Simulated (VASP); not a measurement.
# Cr (Fm-3m) in VASP: notebook

The runs below take Cr through single point, relaxation of cell and atoms, with PBEsol.

Program: VASP 6.6.1. These are calculated values, not measurements. Logs are shortened: lines on timing, memory, paths and dates and some standing lists are left out, and cuts for length are marked.

### 1 The cell of the first run

It takes space group Fm-3m (No. 225, cubic). Conventional cell: a = 3.585 Å, b = 3.585 Å, c = 3.585 Å, α = 90.00°, β = 90.00°, γ = 90.00°. Within 3.3 Å of Cr (site symmetry m-3m) lie 12 Cr at 2.53 Å.

### 2 Single point, PBEsol

INCAR

```
PREC = Accurate ; ENCUT = 520
EDIFF = 1E-7 ; ISMEAR = 0
SIGMA = 0.1 ; LREAL = F
LASPH = T ; NELM = 80
ALGO = Fast ; ISIF = 2
LWAVE = F ; LCHARG = F
GGA = PS ; NBANDS = 12
```

KPOINTS

```
Automatic mesh
0
Gamma
  8 8 8
```

POSCAR

```
Cr
1.0
    0.0000000000      1.7923094933      1.7923094933
    1.7923094933      0.0000000000      1.7923094933
    1.7923094933      1.7923094933      0.0000000000
Cr
1
Direct
    0.0000000000      0.0000000000      0.0000000000
```

Potentials or basis: VASP PAW PBE potentials, release 64 (Cr_pv).

Command:

```sh
> cat potpaw_PBE.64/Cr_pv/POTCAR > POTCAR
> mpirun -np 1 vasp_std > vasp.out
```

OUTCAR:

```text
PREC = Accurate
   ENCUT = 520
   EDIFF = 1E-7
   ISMEAR = 0
   LREAL = F
   LASPH = T
   NELM = 80
   ISIF = 2
   GGA = PS

 ion  position               nearest neighbor table
   1  0.000  0.000  0.000-

  LATTYP: Found a face centered cubic cell.
 ALAT       =     3.5846189866

  Lattice vectors:

 A1 = (   0.0000000000,   1.7923094933,   1.7923094933)
 A2 = (   1.7923094933,   0.0000000000,   1.7923094933)
 A3 = (   1.7923094933,   1.7923094933,   0.0000000000)

Analysis of symmetry for initial positions (statically):
=====================================================================
 Subroutine PRICEL returns:
 Original cell was already a primitive cell.

 Routine SETGRP: Setting up the symmetry group for a
 face centered cubic supercell.

 Subroutine GETGRP returns: Found 48 space group operations
 (whereof 48 operations were pure point group operations)
 out of a pool of 48 trial point group operations.

The static configuration has the point symmetry O_h .

Analysis of symmetry for dynamics (positions and initial velocities):
=====================================================================
 Subroutine PRICEL returns:
 Original cell was already a primitive cell.

 Routine SETGRP: Setting up the symmetry group for a
 face centered cubic supercell.

 Subroutine GETGRP returns: Found 48 space group operations
 (whereof 48 operations were pure point group operations)
 out of a pool of 48 trial point group operations.

The dynamic configuration has the point symmetry O_h .

 Subroutine INISYM returns: Found 48 space group operations
 (whereof 48 operations are pure point group operations),
 and found     1 'primitive' translations

----------------------------------------------------------------------------------------

                                     Primitive cell

  volume of cell :      11.5151

  direct lattice vectors                    reciprocal lattice vectors
     0.000000000  1.792309493  1.792309493    -0.278969677  0.278969677  0.278969677
     1.792309493  0.000000000  1.792309493     0.278969677 -0.278969677  0.278969677
     1.792309493  1.792309493  0.000000000     0.278969677  0.278969677 -0.278969677

  length of vectors
     2.534708393  2.534708393  2.534708393     0.483189654  0.483189654  0.483189654

  position of ions in fractional coordinates (direct lattice)
     0.000000000  0.000000000  0.000000000

  ion indices of the primitive-cell ions
   primitive index   ion index
                 1           1

----------------------------------------------------------------------------------------

 KPOINTS: Automatic mesh

Automatic generation of k-mesh.
 Grid dimensions read from file:
 generate k-points for:    8    8    8

 Generating k-lattice:

  Cartesian coordinates                     Fractional coordinates (reciprocal lattice)
    -0.034871210  0.034871210  0.034871210     0.125000000  0.000000000  0.000000000
     0.034871210 -0.034871210  0.034871210     0.000000000  0.125000000  0.000000000
     0.034871210  0.034871210 -0.034871210     0.000000000  0.000000000  0.125000000

  Length of vectors
     0.060398707  0.060398707  0.060398707

  Shift w.r.t. Gamma in fractional coordinates (k-lattice)
     0.000000000  0.000000000  0.000000000

 Subroutine IBZKPT returns following result:
 ===========================================

 Found     29 irreducible k-points:

 Following reciprocal coordinates:
            Coordinates               Weight
  0.000000  0.000000  0.000000      1.000000
  0.125000  0.000000  0.000000      8.000000
  0.250000  0.000000  0.000000      8.000000
  0.375000  0.000000  0.000000      8.000000
  0.500000  0.000000  0.000000      4.000000
  0.125000  0.125000  0.000000      6.000000
[... 16 lines left out ...]
  0.500000  0.250000  0.125000     48.000000
 -0.375000  0.250000  0.125000     24.000000
 [... further k-points ...]
   k-points           NKPTS =     29   k-points in BZ     NKDIM =     29   number of bands    NBANDS=     12
   number of dos      NEDOS =    301   number of ions     NIONS =      1
   total plane-waves  NPLWV =   8000
   dimension x,y,z NGX =    20 NGY =   20 NGZ =   20
   dimension x,y,z NGXF=    40 NGYF=   40 NGZF=   40
   ions per type =               1
   NGX,Y,Z   is equivalent  to a cutoff of  13.12, 13.12, 13.12 a.u.
   NGXF,Y,Z  is equivalent  to a cutoff of  26.24, 26.24, 26.24 a.u.
 SYSTEM =  unknown system
   PREC   = accura    normal or accurate (medium, high low for compatibility)
   ISTART =      0    job   : 0-new  1-cont  2-samecut
   ICHARG =      2    charge: 1-file 2-atom 10-const
   ISPIN  =      1    spin polarized calculation?
   LNONCOLLINEAR =      F non collinear calculations
   LSORBIT =      F    spin-orbit coupling
   LASPH  =      T    aspherical Exc in radial PAW
   ENCUT  =  520.0 eV  38.22 Ry    6.18 a.u.   4.71  4.71  4.71*2*pi/ulx,y,z
   NELM   =     80;   NELMIN=  2; NELMDL= -5     # of ELM steps
   EDIFF  = 0.1E-06   stopping-criterion for ELM
   LREAL  =      F    real-space projection
   EDIFFG = 0.1E-05   stopping-criterion for IOM
   NSW    =      0    number of steps for IOM
   IBRION =     -1    ionic relax: 0-MD 1-quasi-New 2-CG
   NFREE  =      0    steps in history (QN), initial steepest desc. (CG)
   ISIF   =      2    stress and relaxation
   ISYM   =      2    0-nonsym 1-usesym 2-fastsym
   POTIM  = 0.5000    time-step for ionic-motion
   TEBEG  =    0.0;   TEEND  =   0.0 temperature during run
   PSTRESS=    0.0 pullay stress
   NELECT =      12.0000    total number of electrons
   NUPDOWN=      -1.0000    fix difference up-down
   EMIN   =  10.00;   EMAX   =-10.00  energy-range for DOS
   EFERMI =   0.00;   METHOD = LEGACY
   ISMEAR =     0;   SIGMA  =   0.10  broadening in eV -4-tet -1-fermi 0-gaus
   EFERMI_NEDOS =   21; number of points for ismear=-14 and -15
   IALGO  =     68    algorithm
   IMIX   =      4    mixing-type and parameters
     AMIX     =   0.40;   BMIX     =  1.00
     AMIX_MAG =   1.60;   BMIX_MAG =  1.00
  volume/ion in A,a.u.               =      11.52        77.71
  Fermi-wavevector in a.u.,A,eV,Ry     =   1.659761  3.136494 37.481422  2.754807
  Thomas-Fermi vector in A             =   2.747114
   LORBIT       =      0    0 simple, 1 ext, 2 COOP (PROOUT), +10 PAW based schemes
   GGA     = PS    functional components
   LHFCALC =     F    Hartree Fock is set to
   AEXX    =    0.0000 exact exchange contribution
   IVDW    =     0    specifies the selected vdW correction
   LEPSILON=     F    determine dielectric tensor
   LRPA    =     F    only Hartree local field effects (RPA)
 non-spin polarized calculation
 RMM-DIIS sequential band-by-band and
 Gauss-broadening in eV      SIGMA  =   0.10
  energy-cutoff  :      520.00
  volume of cell :       11.52
 maximum number of plane-waves:       331
   NGX =  9   NGY =  9   NGZ =  9

 number of electron      12.0000006 magnetization

 Free energy of the ion-electron system (eV)
  ---------------------------------------------------
  ext. energy  EPLUGINS =         0.00000000
  ---------------------------------------------------
  free energy    TOTEN  =        -9.83221602 eV

  energy without entropy =       -9.82136489  energy(sigma->0) =       -9.82679045

 E-fermi :  10.4893     XC(G=0): -13.8453

 val. band max:       10.4792511778   @ k =   0.1250   0.1250   0.0000
 cond. band min:      10.6168037595   @ k =   0.3750   0.1250   0.0000
 fundamental gap:      0.1375525817
 Fermi energy:        10.4892506107

 k-point     1 :       0.0000    0.0000    0.0000
  band No.  band energies     occupation
      1     -31.6212      2.00000
      2     -31.6212      2.00000
      3     -31.6212      2.00000
      4       2.9792      2.00000
      5      10.1133      2.00000
      6      10.1133      2.00000
      7      10.1133      2.00000
      8      11.9232      0.00000
      9      11.9232      0.00000
     10      18.0452      0.00000
     11      30.6183      0.00000
     12      36.3775      0.00000

 k-point     2 :       0.1250    0.0000    0.0000
  band No.  band energies     occupation
      1     -31.7637      2.00000
      2     -31.6390      2.00000
      3     -31.6390      2.00000
      4       3.6154      2.00000
      5       9.8290      2.00000
      6      10.3039      1.99125
      7      10.3039      1.99125
      8      11.8319      0.00000
      9      11.8319      0.00000
     10      18.0450      0.00000
     11      30.6054      0.00000
     12      32.9209      0.00000

 k-point     3 :       0.2500    0.0000    0.0000
  band No.  band energies     occupation
      1     -32.1003      2.00000
      2     -31.6816      2.00000
      3     -31.6816      2.00000
      4       5.1929      2.00000
      5       9.4478      2.00000
      6      10.4088      1.74451
      7      10.4088      1.74450
      8      12.0536      0.00000
      9      12.0536      0.00000
     10      18.0448      0.00000
     11      26.9366      0.00000
     12      31.4158      0.00000
[... 286 lines left out ...]
 k-point    23 :       0.5000    0.2500    0.1250
  band No.  band energies     occupation
      1     -32.3531      2.00000
      2     -31.9543      2.00000
      3     -31.7901      2.00000
      4       7.4807      2.00000
      5       8.7191      2.00000
      6       9.4317      2.00000
      7      11.1806      0.00000
      8      12.6025      0.00000
      9      14.9577      0.00000
     10      18.0442      0.00000
     11      23.1667      0.00000
     12      27.4500      0.00000

 k-point    24 :      -0.3750    0.2500    0.1250
  band No.  band energies     occupation
      1     -32.4272      2.00000
      2     -31.9866      2.00000
      3     -31.8185      2.00000
      4       7.7066      2.00000
      5       8.5739      2.00000
      6       9.8086      2.00000
      7      10.9635      0.00000
      8      13.0555      0.00000
      9      16.6622      0.00000
     10      18.0418      0.00000
     11      20.2525      0.00000
     12      27.5962      0.00000

 [... further k-points ...]
[... 5 lines left out ...]
  --------------------------------------------------------------------------------------
  -------------------------------------------------------------------------------------
  Total       -0.0368290     -0.0368290     -0.0368290      0.0000000      0.0000000      0.0000000
  in kB       -5.1242701     -5.1242701     -5.1242701      0.0000000      0.0000000      0.0000000
  external PRESSURE =      -5.1242701 kB  Pullay stress =       0.0000000 kB

 VOLUME and BASIS-vectors are now :
 -----------------------------------------------------------------------------
  energy-cutoff  :      520.00
  volume of cell :       11.52
      direct lattice vectors                 reciprocal lattice vectors
     0.000000000  1.792309493  1.792309493    -0.278969677  0.278969677  0.278969677
     1.792309493  0.000000000  1.792309493     0.278969677 -0.278969677  0.278969677
     1.792309493  1.792309493  0.000000000     0.278969677  0.278969677 -0.278969677

 POSITION                                       TOTAL-FORCE (eV/Angst)
 -----------------------------------------------------------------------------------
      0.00000      0.00000      0.00000         0.000000     -0.000000     -0.000000
 -----------------------------------------------------------------------------------
    total drift:                                0.000000      0.000000      0.000000

  FREE ENERGIE OF THE ION-ELECTRON SYSTEM (eV)
  ---------------------------------------------------
  free  energy   TOTEN  =        -9.8322160155 eV

  energy  without entropy=       -9.8213648922  energy(sigma->0) =       -9.82679045
```

It took 3.8 s on 1 thread of Intel Xeon Platinum 8559C (Emerald Rapids), shared host; peak memory 0.12 GiB.

Results:

```yaml
Free_energy: -9.8322 eV
Pressure: -0.5 GPa
Band_gap_on_the_k_mesh: zero (band 6 reaches 13.15 eV, above the bottom of band 7 at 10.11 eV)
```

Caveat: the k points lie up to 0.38 Å⁻¹ apart; the PAW data sets were made with another functional, which shifts forces and pressure a little; the run has no spin polarisation, though such a crystal can be magnetic.

### 3 Relaxation of cell and atoms, PBEsol

This run uses another cell than the first one, of 12.46 Å³/atom, 1.082 times its volume.

INCAR

```
SYSTEM = Cr
  PREC = Accurate
  ENCUT = 600
  EDIFF = 1E-6
  ISMEAR = 0
  SIGMA = 0.1
  LREAL = .False.
  LASPH = .True.
  NELM = 100
  ALGO = Fast
  ISIF = 3
  LWAVE = .False.
  LCHARG = .False.
  GGA = PS
  IBRION = 2
  NSW = 90
  EDIFFG = -0.04
```

KPOINTS

```
Automatic mesh
0
Gamma
  8 8 8
  0 0 0
```

POSCAR

```
Cr
1.0
    0.0000000000      1.8400000000      1.8400000000
    1.8400000000      0.0000000000      1.8400000000
    1.8400000000      1.8400000000      0.0000000000
Cr
1
Direct
    0.0000000000      0.0000000000      0.0000000000
```

Potentials or basis: VASP PAW PBE potentials, release 64 (Cr_pv).

Command:

```sh
> cat potpaw_PBE.64/Cr_pv/POTCAR > POTCAR
> mpirun -np 1 vasp_std > vasp.out
```

It took 12 s on 1 thread of Intel Xeon Platinum 8559C (Emerald Rapids), shared host; peak memory 0.14 GiB.

The run converged. Its results:

| Quantity | Value |
| --- | --- |
| Free energy | -9.8331 eV |
| Relaxed volume | 11.50 Å³/atom |
| Relaxed cell | a = 2.534 Å, b = 2.534 Å, c = 2.534 Å, α = 60.00°, β = 60.00°, γ = 60.00° |
| Space group after relaxing (to 0.05 Å) | Fm-3m (No. 225) |
| Energy gained by relaxing | 58.4 meV/atom |
| Ionic steps | 4 |
| Pressure after relaxing | -0.4 GPa |
| Band gap on the k mesh | zero (band 6 reaches 13.17 eV, above the bottom of band 7 at 10.13 eV) |

Step by step:
| step | energy change (eV) | largest force (eV/Å) | pressure (GPa) | volume (Å³) |
| --- | --- | --- | --- | --- |
| 1 | 0.0000 | 0.0000 | -18.00 | 12.46 |
| 2 | 0.1101 | 0.0000 | 43.20 | 10.10 |
| 3 | -0.0583 | 0.0000 | -0.63 | 11.52 |
| 4 | -0.0584 | 0.0000 | -0.43 | 11.50 |

Final structure:
```
CELL_PARAMETERS angstrom
0.00000 1.79152 1.79152
1.79152 0.00000 1.79152
1.79152 1.79152 0.00000
ATOMIC_POSITIONS crystal
Cr 0.00000 0.00000 0.00000
```

Levels at points of the mesh, in eV from the Fermi level:
```tsv
k point	band 4	band 5	band 6	band 7	band 8	band 9
(0.00, 0.00, 0.00)	-7.51	-0.38	-0.38	-0.38	1.44	1.44
(0.50, 0.00, 0.00)	-3.95	-0.52	-0.52	1.01	2.72	2.72
(0.50, 0.50, 0.00)	-4.22	-3.34	2.67	3.06	3.06	3.97
```

Caveat: the k points lie up to 0.38 Å⁻¹ apart in the final cell; the PAW data sets were made with another functional, which shifts forces and pressure a little; the run has no spin polarisation, though such a crystal can be magnetic. Spin polarisation is off, so any magnetic state and its effect on volume and gap are missing.

### 4 Single point, PBEsol, collinear spin, ferromagnetic start

This run uses another cell than the first one, of 12.46 Å³/atom, 1.082 times its volume.

INCAR

```
  PREC = Accurate
  ENCUT = 520
  EDIFF = 1E-6
  ISMEAR = 0
  SIGMA = 0.1
  LREAL = F
  LASPH = T
  NELM = 150
  ALGO = Fast
  ISIF = 2
  LWAVE = F
  LCHARG = F
  ISPIN = 2
  MAGMOM = 3
  LORBIT = 11
  LMAXMIX = 4
  GGA = PS
  NBANDS = 16
```

KPOINTS

```
regular mesh
0
Gamma
  8 8 8
```

POSCAR is that of step 3.

Command:

```sh
> cat potpaw_PBE.64/Cr_pv/POTCAR > POTCAR
> mpirun -np 1 vasp_std > vasp.out
```

Run time: 11 s. Hardware: 1 thread of Intel Xeon Platinum 8559C (Emerald Rapids), shared host; peak memory 0.13 GiB.

Results (log left out):

```yaml
Free_energy: -9.7748 eV
Pressure: -17.9 GPa
Band_gap_on_the_k_mesh: zero (filled and empty bands overlap)
Net_moment: 0.00 μB per cell
Valence_electrons_inside_the_program's_atomic_spheres: Cr 10.90
```

Levels at points of the mesh, in eV from the Fermi level:
Spin up:
| k point | band 3 | band 4 | band 5 | band 6 | band 7 | band 8 | band 9 | band 10 |
| --- | --- | --- | --- | --- | --- | --- | --- | --- |
| (0.00, 0.00, 0.00) | -42.26 | -7.26 | -0.33 | -0.33 | -0.33 | 1.28 | 1.28 | 7.46 |
| (0.50, 0.00, 0.00) | -42.36 | -3.65 | -0.46 | -0.46 | 0.83 | 2.42 | 2.42 | 7.46 |
| (0.50, 0.50, 0.00) | -42.52 | -3.80 | -2.99 | 2.37 | 2.72 | 2.72 | 3.57 | 7.46 |
Spin down:
| k point | band 3 | band 4 | band 5 | band 6 | band 7 | band 8 | band 9 | band 10 |
| --- | --- | --- | --- | --- | --- | --- | --- | --- |
| (0.00, 0.00, 0.00) | -42.26 | -7.26 | -0.33 | -0.33 | -0.33 | 1.28 | 1.28 | 7.46 |
| (0.50, 0.00, 0.00) | -42.36 | -3.65 | -0.46 | -0.46 | 0.83 | 2.42 | 2.42 | 7.46 |
| (0.50, 0.50, 0.00) | -42.52 | -3.80 | -2.99 | 2.37 | 2.72 | 2.72 | 3.57 | 7.46 |

Caveat: the k points lie up to 0.37 Å⁻¹ apart; the starting moments collapsed, and a magnetic state may lie lower; the PAW data sets were made with another functional, which shifts forces and pressure a little.

(Continued in part 2 of 2.)
